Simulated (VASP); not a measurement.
# SiO2 (P4_2/mnm) in VASP: a series of runs, part 2 of 2

VASP 6.6.1. Earlier steps stand in the parts before.

## 3. Relaxation of shape and atoms at fixed volume, r2SCAN (7.09 Å³/atom)

This run uses another cell than the first one, of 7.09 Å³/atom.

POSCAR reads:

```
SiO2
1.0
    4.0416232677      0.0000000000      0.0000000000
    0.0000000000      4.0416232677      0.0000000000
    0.0000000000      0.0000000000      2.6042911919
Si O
2 4
Direct
    0.0000000000      0.0000000000      0.0000000000
    0.5000000000      0.5000000000      0.5000000000
    0.3038997565      0.3038997565      0.0000000000
    0.1961002435      0.8038997565      0.5000000000
    0.6961002435      0.6961002435      0.0000000000
    0.8038997565      0.1961002435      0.5000000000
```

INCAR.step1 reads:

```
SYSTEM = SiO2
PREC     = Accurate       ! precision mode
ENCUT    = 600            ! plane-wave cutoff, eV
ISMEAR   = 0              ! smearing method
SIGMA    = 0.02           ! smearing width, eV
LREAL    = .False.        ! projectors in reciprocal space
LASPH    = .True.         ! aspherical terms in the spheres
NELM     = 80             ! most SCF steps
GGA      = PE             ! functional
ALGO     = Normal         ! electronic algorithm
EDIFF    = 1E-4           ! SCF threshold, eV
LWAVE    = .True.         ! write WAVECAR
LCHARG   = .False.        ! write CHGCAR
```

INCAR.step2 reads:

```
SYSTEM = SiO2
PREC     = Accurate       ! precision mode
ENCUT    = 600            ! plane-wave cutoff, eV
EDIFF    = 1E-6           ! SCF threshold, eV
ISMEAR   = 0              ! smearing method
SIGMA    = 0.02           ! smearing width, eV
LREAL    = .False.        ! projectors in reciprocal space
LASPH    = .True.         ! aspherical terms in the spheres
NELM     = 80             ! most SCF steps
ALGO     = Normal         ! electronic algorithm
ISIF     = 4              ! what is computed and relaxed
LWAVE    = .False.        ! write WAVECAR
LCHARG   = .False.        ! write CHGCAR
METAGGA  = R2SCAN         ! meta-GGA
LMIXTAU  = .True.       
IBRION   = 2              ! ionic algorithm
NSW      = 50             ! ionic steps
EDIFFG   = -0.01          ! ionic threshold
ISTART   = 1
```

KPOINTS reads:

```
Automatic mesh
0
Gamma
  6 6 8
  0 0 0
```

Potentials or basis: VASP PAW PBE potentials, release 64 (Si, O).

Run with:

```sh
$ cat potpaw_PBE.64/Si/POTCAR potpaw_PBE.64/O/POTCAR > POTCAR
$ cp INCAR.step1 INCAR
$ mpirun -np 1 vasp_std > vasp.out
$ cp INCAR.step2 INCAR
$ mpirun -np 1 vasp_std > vasp.out
```

Run time: 9.5 min. Hardware: 1 thread of Intel Xeon 8259CL, shared host; peak memory 0.19 GiB.

Results (log left out):

* Free energy: -58.3543 eV
* Energy gained by relaxing: 0.6 meV/atom
* Ionic steps: 5
* Pressure after relaxing: 36.0 GPa
* Band gap on the k mesh: 7.80 eV

Step by step:
| step | energy change (eV) | largest force (eV/Å) | pressure (GPa) | volume (Å³) |
| --- | --- | --- | --- | --- |
| 1 | 0.0000 | 0.2231 | 36.73 | 42.54 |
| 2 | -0.0013 | 0.2354 | 35.54 | 42.54 |
| 3 | -0.0037 | 0.0305 | 36.04 | 42.54 |
| 4 | -0.0039 | 0.0123 | 36.02 | 42.54 |
| 5 | -0.0039 | 0.0013 | 36.03 | 42.54 |

Final structure:
```xyz
6
Lattice="4.0343 0.0000 0.0000 0.0000 4.0343 0.0000 0.0000 0.0000 2.6137" Properties=species:S:1:pos:R:3 pbc="T T T"
Si    0.0000    0.0000    0.0000
Si    2.0172    2.0172    1.3069
O     1.2223    1.2223    0.0000
O     0.7949    3.2394    1.3069
O     2.8120    2.8120    0.0000
O     3.2394    0.7949    1.3069
```

Levels at points of the mesh, in eV from the valence-band top:
| k point | band 14 | band 15 | band 16 | band 17 | band 18 | band 19 |
| --- | --- | --- | --- | --- | --- | --- |
| (0.00, 0.00, 0.00) | -0.97 | -0.97 | 0.00 | 7.80 | 8.18 | 9.99 |
| (0.50, 0.00, 0.00) | -2.94 | -1.15 | -1.15 | 9.75 | 9.75 | 10.68 |
| (0.50, 0.50, 0.00) | -3.11 | -2.63 | -2.63 | 9.49 | 9.49 | 11.86 |
| (0.00, 0.00, 0.50) | -3.71 | -3.03 | -3.03 | 11.46 | 11.46 | 14.68 |
| (0.50, 0.00, 0.50) | -2.52 | -2.06 | -2.06 | 10.69 | 10.69 | 12.14 |
| (0.50, 0.50, 0.50) | -1.86 | -1.84 | -1.84 | 9.22 | 9.22 | 12.88 |

Caveat: the PAW data sets were made with another functional, which shifts forces and pressure a little.

## 4. Relaxation of shape and atoms at fixed volume, r2SCAN (7.32 Å³/atom)

This run uses another cell than the first one, of 7.32 Å³/atom.

POSCAR reads:

```
SiO2
1.0
    4.0919151896      0.0000000000      0.0000000000
    0.0000000000      4.0919151896      0.0000000000
    0.0000000000      0.0000000000      2.6244264979
Si O
2 4
Direct
    0.0000000000      0.0000000000      0.0000000000
    0.5000000000      0.5000000000      0.5000000000
    0.3049061440      0.3049061440      0.0000000000
    0.1950938560      0.8049061440      0.5000000000
    0.6950938560      0.6950938560      0.0000000000
    0.8049061440      0.1950938560      0.5000000000
```

INCAR.step1 reads:

```
SYSTEM = SiO2
ALGO     = Normal         ! electronic algorithm
EDIFF    = 1E-4           ! SCF threshold, eV
ENCUT    = 600            ! plane-wave cutoff, eV
GGA      = PE             ! functional
ISMEAR   = 0              ! smearing method
LASPH    = .TRUE.         ! aspherical terms in the spheres
LCHARG   = .FALSE.        ! write CHGCAR
LREAL    = .FALSE.        ! projectors in reciprocal space
LWAVE    = .TRUE.         ! write WAVECAR
NELM     = 60             ! most SCF steps
PREC     = Accurate       ! precision mode
SIGMA    = 0.02           ! smearing width, eV
```

INCAR.step2 reads:

```
SYSTEM = SiO2
ALGO     = Normal         ! electronic algorithm
EDIFF    = 1E-6           ! SCF threshold, eV
EDIFFG   = -0.01          ! ionic threshold
ENCUT    = 600            ! plane-wave cutoff, eV
IBRION   = 2              ! ionic algorithm
ISIF     = 4              ! what is computed and relaxed
ISMEAR   = 0              ! smearing method
ISTART   = 1            
LASPH    = .TRUE.         ! aspherical terms in the spheres
LCHARG   = .FALSE.        ! write CHGCAR
LMIXTAU  = .TRUE.       
LREAL    = .FALSE.        ! projectors in reciprocal space
LWAVE    = .FALSE.        ! write WAVECAR
METAGGA  = R2SCAN         ! meta-GGA
NELM     = 60             ! most SCF steps
NSW      = 50             ! ionic steps
PREC     = Accurate       ! precision mode
SIGMA    = 0.02           ! smearing width, eV
```

KPOINTS reads:

```
k-points
0
G
  6 6 8
  0 0 0
```

Run with:

```sh
$ cat potpaw_PBE.64/Si/POTCAR potpaw_PBE.64/O/POTCAR > POTCAR
$ cp INCAR.step1 INCAR
$ mpirun -np 1 vasp_std > vasp.out
$ cp INCAR.step2 INCAR
$ mpirun -np 1 vasp_std > vasp.out
```

Run time: 12 min. Hardware: 1 thread of Intel Xeon 8259CL, shared host; peak memory 0.21 GiB.

It converged, with:

```
Free energy               : -58.6130 eV
Energy gained by relaxing : 0.8 meV/atom
Ionic steps               : 5
Pressure after relaxing   : 21.8 GPa
Band gap on the k mesh    : 7.57 eV
```

Step by step:
```tsv
step	energy change (eV)	largest force (eV/Å)	pressure (GPa)	volume (Å³)
1	0.0000	0.2313	22.70	43.94
2	-0.0031	0.1873	21.39	43.94
3	-0.0046	0.0347	21.83	43.94
4	-0.0048	0.0143	21.81	43.94
5	-0.0049	0.0012	21.82	43.94
```

Final structure:
```cif
data_structure
_symmetry_space_group_name_H-M 'P 1'
_symmetry_Int_Tables_number 1
_cell_length_a 4.0831
_cell_length_b 4.0831
_cell_length_c 2.6358
_cell_angle_alpha 90.000
_cell_angle_beta 90.000
_cell_angle_gamma 90.000
_cell_volume 43.94
loop_
_atom_site_label
_atom_site_type_symbol
_atom_site_fract_x
_atom_site_fract_y
_atom_site_fract_z
_atom_site_occupancy
Si1 Si 0.00000 0.00000 0.00000 1
Si2 Si 0.50000 0.50000 0.50000 1
O1 O 0.30380 0.30380 0.00000 1
O2 O 0.19620 0.80380 0.50000 1
O3 O 0.69620 0.69620 0.00000 1
O4 O 0.80380 0.19620 0.50000 1
```

Levels at points of the mesh, in eV from the valence-band top:
```csv
k point,band 12,band 13,band 14,band 15,band 16,band 17,band 18,band 19,band 20
"(0.00, 0.00, 0.00)",-3.42,-2.53,-0.94,-0.94,0.00,7.57,7.73,9.78,9.78
"(0.50, 0.00, 0.00)",-4.29,-2.87,-2.87,-1.12,-1.12,9.41,9.41,10.41,10.41
"(0.50, 0.50, 0.00)",-3.57,-2.98,-2.98,-2.52,-2.52,9.11,9.11,11.56,11.56
"(0.00, 0.00, 0.50)",-5.00,-3.50,-3.50,-2.92,-2.92,11.00,11.00,14.33,14.33
"(0.50, 0.00, 0.50)",-4.37,-2.45,-2.45,-1.97,-1.97,10.40,10.40,11.71,11.71
"(0.50, 0.50, 0.50)",-4.71,-1.81,-1.81,-1.77,-1.77,8.83,8.83,12.60,12.60
```

Caveat: the PAW data sets were made with another functional, which shifts forces and pressure a little.

## 5. The runs side by side

| cell | gap on the mesh (eV) | pressure (GPa) |
| --- | --- | --- |
| relaxed from a = 3.992, b = 3.992, c = 2.582 Å, 6 atoms, atomic positions A | 7.86 | 52.8 |
| relaxed from a = 4.042, b = 4.042, c = 2.604 Å, 6 atoms, atomic positions B | 7.80 | 36.0 |
| relaxed from a = 4.092, b = 4.092, c = 2.624 Å, 6 atoms, atomic positions C | 7.57 | 21.8 |

Alike in all rows: task relaxation of shape and atoms at fixed volume; level r2SCAN; potentials or basis VASP PAW PBE potentials, release 64 (Si, O); no spin polarisation; k mesh 6 × 6 × 8; cutoff (eV) 600; smearing gaussian 0.02 eV.

Caveats: the PAW data sets were made with another functional, which shifts forces and pressure a little.

Absolute energies hang on the potentials; compare differences alone.
